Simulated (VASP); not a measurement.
# Hf2W (P6/mmm) in VASP: notebook

Hf2W is run at these levels: PBE; tasks: single point.

All numbers are computed with VASP 6.6.1; they aren't measurements. Logs are shortened: lines on timing, memory, paths and dates and some standing lists are left out, and cuts for length are marked.

### Step 1. The cell of the first run

The structure is hexagonal, space group P6/mmm (No. 191). The conventional cell has a = 3.810 Å, b = 3.810 Å, c = 4.114 Å, α = 90.00°, β = 90.00°, γ = 120.00°. Hf (site symmetry -6m2) has 3 Hf at 2.20 Å and 6 W at 3.01 Å within 3.1 Å. W (site symmetry 6/mmm) has 12 Hf at 3.01 Å and 8 W at 3.81 to 4.11 Å within 4.2 Å.

### Step 2. Single point, PBE

File INCAR:

```
ALGO = Normal ; EDIFF = 1E-6
ENCUT = 520 ; GGA = PE
ISIF = 2 ; ISMEAR = 0
LASPH = T ; LCHARG = F
LREAL = F ; LWAVE = F
NBANDS = 24 ; NELM = 100
PREC = Accurate ; SIGMA = 0.1
```

File KPOINTS:

```
k-points
0
Gamma
  6 6 4
```

File POSCAR:

```
Hf2W
1.0
    3.8097384632      0.0000000000      0.0000000000
   -1.9048692316      3.2993302909      0.0000000000
    0.0000000000      0.0000000000      4.1135049852
Hf W
2 1
Direct
    0.3333333333      0.6666666667      0.5000000000
    0.6666666667      0.3333333333      0.5000000000
    0.0000000000      0.0000000000      0.0000000000
```

Potentials or basis: VASP PAW PBE potentials, release 64 (Hf_pv, W_sv).

Run with:

```console
> cat potpaw_PBE.64/Hf_pv/POTCAR potpaw_PBE.64/W_sv/POTCAR > POTCAR
> mpirun -np 1 vasp_std > vasp.out
```

OUTCAR:

```text
EDIFF = 1E-6
   ENCUT = 520
   GGA = PE
   ISIF = 2
   ISMEAR = 0
   LASPH = T
   LREAL = F
   NELM = 100
   PREC = Accurate

 ion  position               nearest neighbor table
   1  0.333  0.667  0.500-   2 2.20   2 2.20   2 2.20   3 3.01   3 3.01   3 3.01   3 3.01   3 3.01
                             3 3.01
   2  0.667  0.333  0.500-   1 2.20   1 2.20   1 2.20   3 3.01   3 3.01   3 3.01   3 3.01   3 3.01
                             3 3.01
   3  0.000  0.000  0.000-   1 3.01   2 3.01   1 3.01   2 3.01   1 3.01   1 3.01   2 3.01   2 3.01
                             2 3.01   2 3.01   1 3.01   1 3.01

  LATTYP: Found a hexagonal cell.
 ALAT       =     3.8097384632
 C/A-ratio  =     1.0797342193

  Lattice vectors:

 A1 = (   3.8097384632,   0.0000000000,   0.0000000000)
 A2 = (  -1.9048692316,   3.2993302909,   0.0000000000)
 A3 = (   0.0000000000,   0.0000000000,   4.1135049852)

Analysis of symmetry for initial positions (statically):
=====================================================================
 Subroutine PRICEL returns:
 Original cell was already a primitive cell.

 Routine SETGRP: Setting up the symmetry group for a
 hexagonal supercell.

 Subroutine GETGRP returns: Found 24 space group operations
 (whereof 24 operations were pure point group operations)
 out of a pool of 24 trial point group operations.

The static configuration has the point symmetry D_6h.

Analysis of symmetry for dynamics (positions and initial velocities):
=====================================================================
 Subroutine PRICEL returns:
 Original cell was already a primitive cell.

 Routine SETGRP: Setting up the symmetry group for a
 hexagonal supercell.

 Subroutine GETGRP returns: Found 24 space group operations
 (whereof 24 operations were pure point group operations)
 out of a pool of 24 trial point group operations.

The dynamic configuration has the point symmetry D_6h.

 Subroutine INISYM returns: Found 24 space group operations
 (whereof 24 operations are pure point group operations),
 and found     1 'primitive' translations

----------------------------------------------------------------------------------------

                                     Primitive cell

  volume of cell :      51.7051

  direct lattice vectors                    reciprocal lattice vectors
     3.809738463  0.000000000  0.000000000     0.262485210  0.151545907  0.000000000
    -1.904869232  3.299330291  0.000000000     0.000000000  0.303091813  0.000000000
     0.000000000  0.000000000  4.113504985     0.000000000  0.000000000  0.243101687

  length of vectors
     3.809738463  3.809738463  4.113504985     0.303091813  0.303091813  0.243101687

  position of ions in fractional coordinates (direct lattice)
     0.333333333  0.666666667  0.500000000
     0.666666667  0.333333333  0.500000000
     0.000000000  0.000000000  0.000000000

  ion indices of the primitive-cell ions
   primitive index   ion index
                 1           1
                 2           2
                 3           3

----------------------------------------------------------------------------------------

 KPOINTS: k-points

Automatic generation of k-mesh.
 Grid dimensions read from file:
 generate k-points for:    6    6    4

 Generating k-lattice:

  Cartesian coordinates                     Fractional coordinates (reciprocal lattice)
     0.043747535  0.025257651  0.000000000     0.166666667  0.000000000  0.000000000
     0.000000000  0.050515302  0.000000000     0.000000000  0.166666667  0.000000000
     0.000000000  0.000000000  0.060775422     0.000000000  0.000000000  0.250000000

  Length of vectors
     0.050515302  0.050515302  0.060775422

  Shift w.r.t. Gamma in fractional coordinates (k-lattice)
     0.000000000  0.000000000  0.000000000

 Subroutine IBZKPT returns following result:
 ===========================================

 Found     21 irreducible k-points:

 Following reciprocal coordinates:
            Coordinates               Weight
  0.000000  0.000000  0.000000      1.000000
  0.166667  0.000000  0.000000      6.000000
  0.333333  0.000000  0.000000      6.000000
  0.500000  0.000000  0.000000      3.000000
  0.166667  0.166667  0.000000      6.000000
  0.333333  0.166667  0.000000     12.000000
[... 13 lines left out ...]
  0.333333  0.166667  0.500000     12.000000
  0.333333  0.333333  0.500000      2.000000
   k-points           NKPTS =     21   k-points in BZ     NKDIM =     21   number of bands    NBANDS=     24
   number of dos      NEDOS =    301   number of ions     NIONS =      3
   total plane-waves  NPLWV =  25088
   dimension x,y,z NGX =    28 NGY =   28 NGZ =   32
   dimension x,y,z NGXF=    56 NGYF=   56 NGZF=   64
   ions per type =               2   1
   NGX,Y,Z   is equivalent  to a cutoff of  12.22, 12.22, 12.93 a.u.
   NGXF,Y,Z  is equivalent  to a cutoff of  24.44, 24.44, 25.87 a.u.
 SYSTEM =  unknown system
   PREC   = accura    normal or accurate (medium, high low for compatibility)
   ISTART =      0    job   : 0-new  1-cont  2-samecut
   ICHARG =      2    charge: 1-file 2-atom 10-const
   ISPIN  =      1    spin polarized calculation?
   LNONCOLLINEAR =      F non collinear calculations
   LSORBIT =      F    spin-orbit coupling
   LASPH  =      T    aspherical Exc in radial PAW
   ENCUT  =  520.0 eV  38.22 Ry    6.18 a.u.   7.08  7.08  7.65*2*pi/ulx,y,z
   NELM   =    100;   NELMIN=  2; NELMDL= -5     # of ELM steps
   EDIFF  = 0.1E-05   stopping-criterion for ELM
   LREAL  =      F    real-space projection
   EDIFFG = 0.1E-04   stopping-criterion for IOM
   NSW    =      0    number of steps for IOM
   IBRION =     -1    ionic relax: 0-MD 1-quasi-New 2-CG
   NFREE  =      0    steps in history (QN), initial steepest desc. (CG)
   ISIF   =      2    stress and relaxation
   ISYM   =      2    0-nonsym 1-usesym 2-fastsym
   POTIM  = 0.5000    time-step for ionic-motion
   TEBEG  =    0.0;   TEEND  =   0.0 temperature during run
   PSTRESS=    0.0 pullay stress
   NELECT =      34.0000    total number of electrons
   NUPDOWN=      -1.0000    fix difference up-down
   EMIN   =  10.00;   EMAX   =-10.00  energy-range for DOS
   EFERMI =   0.00;   METHOD = LEGACY
   ISMEAR =     0;   SIGMA  =   0.10  broadening in eV -4-tet -1-fermi 0-gaus
   EFERMI_NEDOS =   21; number of points for ismear=-14 and -15
   IALGO  =     38    algorithm
   IMIX   =      4    mixing-type and parameters
     AMIX     =   0.40;   BMIX     =  1.00
     AMIX_MAG =   1.60;   BMIX_MAG =  1.00
  volume/ion in A,a.u.               =      17.24       116.31
  Fermi-wavevector in a.u.,A,eV,Ry     =   1.423607  2.690227 27.574344  2.026657
  Thomas-Fermi vector in A             =   2.544187
   LORBIT       =      0    0 simple, 1 ext, 2 COOP (PROOUT), +10 PAW based schemes
   GGA     = PE    functional components
   LHFCALC =     F    Hartree Fock is set to
   AEXX    =    0.0000 exact exchange contribution
   IVDW    =     0    specifies the selected vdW correction
   LEPSILON=     F    determine dielectric tensor
   LRPA    =     F    only Hartree local field effects (RPA)
 non-spin polarized calculation
 Gauss-broadening in eV      SIGMA  =   0.10
  energy-cutoff  :      520.00
  volume of cell :       51.71
 maximum number of plane-waves:      1407
   NGX = 15   NGY = 15   NGZ = 15

 number of electron      34.0000008 magnetization

 Free energy of the ion-electron system (eV)
  ---------------------------------------------------
  ext. energy  EPLUGINS =         0.00000000
  ---------------------------------------------------
  free energy    TOTEN  =       -24.42389910 eV

  energy without entropy =      -24.40571155  energy(sigma->0) =      -24.41480533

 E-fermi :   7.3752     XC(G=0): -12.5954

 val. band max:        7.3561262726   @ k =   0.1667   0.1667   0.2500
 cond. band min:       7.4236206595   @ k =   0.1667   0.1667   0.2500
 fundamental gap:      0.0674943869
 Fermi energy:         7.3751580189

 k-point     1 :       0.0000    0.0000    0.0000
  band No.  band energies     occupation
      1     -66.7595      2.00000
      2     -30.9441      2.00000
      3     -30.9441      2.00000
      4     -30.8517      2.00000
      5     -25.3731      2.00000
      6     -25.3731      2.00000
[... 16 lines left out ...]
     23      11.5785      0.00000
     24      12.2012      0.00000

 k-point     2 :       0.1667    0.0000    0.0000
  band No.  band energies     occupation
      1     -66.7593      2.00000
      2     -30.9536      2.00000
      3     -30.9478      2.00000
      4     -30.8476      2.00000
      5     -25.4791      2.00000
      6     -25.1649      2.00000
[... 16 lines left out ...]
     23      12.1094      0.00000
     24      12.6279      0.00000

 k-point     3 :       0.3333    0.0000    0.0000
  band No.  band energies     occupation
      1     -66.7589      2.00000
      2     -30.9713      2.00000
      3     -30.9552      2.00000
      4     -30.8394      2.00000
      5     -25.6711      2.00000
      6     -24.6906      2.00000
[... 16 lines left out ...]
     23      12.0235      0.00000
     24      13.0494      0.00000

 k-point     4 :       0.5000    0.0000    0.0000
  band No.  band energies     occupation
      1     -66.7587      2.00000
      2     -30.9794      2.00000
      3     -30.9590      2.00000
      4     -30.8353      2.00000
      5     -25.7589      2.00000
      6     -24.4051      2.00000
[... 16 lines left out ...]
     23      12.8826      0.00000
     24      13.5040      0.00000

 k-point     5 :       0.1667    0.1667    0.0000
  band No.  band energies     occupation
      1     -66.7590      2.00000
      2     -30.9660      2.00000
      3     -30.9541      2.00000
      4     -30.8414      2.00000
      5     -25.6775      2.00000
      6     -24.7361      2.00000
[... 370 lines left out ...]
 k-point    19 :       0.1667    0.1667    0.5000
  band No.  band energies     occupation
      1     -66.7589      2.00000
      2     -30.9686      2.00000
      3     -30.9496      2.00000
      4     -30.8532      2.00000
      5     -25.6728      2.00000
      6     -24.7441      2.00000
[... 16 lines left out ...]
     23      12.6524      0.00000
     24      12.8203      0.00000

 k-point    20 :       0.3333    0.1667    0.5000
  band No.  band energies     occupation
      1     -66.7586      2.00000
      2     -30.9825      2.00000
      3     -30.9575      2.00000
      4     -30.8597      2.00000
      5     -25.8588      2.00000
      6     -24.1133      2.00000
[... 16 lines left out ...]
     23      11.9009      0.00000
     24      12.6136      0.00000

 k-point    21 :       0.3333    0.3333    0.5000
  band No.  band energies     occupation
      1     -66.7584      2.00000
      2     -30.9736      2.00000
      3     -30.9736      2.00000
      4     -30.8637      2.00000
      5     -25.9714      2.00000
      6     -23.1321      2.00000
[... 16 lines left out ...]
     23      11.8741      0.00000
     24      12.6108      0.00000

------------------------ aborting loop because EDIFF is reached ----------------------------------------

  FORCE on cell =-STRESS in cart. coord.  units (eV):
  Direction    XX          YY          ZZ          XY          YZ          ZX
  --------------------------------------------------------------------------------------
  -------------------------------------------------------------------------------------
  Total       23.0020975     23.0020975     -3.5645645      0.0000000      0.0000000      0.0000000
  in kB      712.7628198    712.7628198   -110.4546690      0.0000000      0.0000000      0.0000000
  external PRESSURE =     438.3569902 kB  Pullay stress =       0.0000000 kB

 VOLUME and BASIS-vectors are now :
 -----------------------------------------------------------------------------
  energy-cutoff  :      520.00
  volume of cell :       51.71
      direct lattice vectors                 reciprocal lattice vectors
     3.809738463  0.000000000  0.000000000     0.262485210  0.151545907  0.000000000
    -1.904869232  3.299330291  0.000000000     0.000000000  0.303091813  0.000000000
     0.000000000  0.000000000  4.113504985     0.000000000  0.000000000  0.243101687

 POSITION                                       TOTAL-FORCE (eV/Angst)
 -----------------------------------------------------------------------------------
     -0.00000      2.19955      2.05675         0.000000     -0.000000      0.000000
      1.90487      1.09978      2.05675        -0.000000      0.000000      0.000000
      0.00000      0.00000      0.00000        -0.000000      0.000000      0.000000
 -----------------------------------------------------------------------------------
    total drift:                               -0.000000      0.000000     -0.000000

  FREE ENERGIE OF THE ION-ELECTRON SYSTEM (eV)
  ---------------------------------------------------
  free  energy   TOTEN  =       -24.4238991015 eV

  energy  without entropy=      -24.4057115501  energy(sigma->0) =      -24.41480533
```

Run time: 25 s. Hardware: 1 thread of Intel Xeon Platinum 8259CL at 2.50GHz (Skylake/Cascade Lake), shared host; peak memory 0.17 GiB.

What came out:

- Free energy: -24.4239 eV
- Pressure: 43.8 GPa
- Band gap on the k mesh: zero (bands 17 and 18 overlap by 1.99 eV)

Caveat: the k points lie up to 0.38 Å⁻¹ apart, too coarse for converged energies and pressures of a metal; spin-orbit coupling is left out, which moves the levels of the heavy elements.

(Continued in part 2 of 2.)

The gap in the log of VASP goes by the Fermi energy; the results here count the filled bands.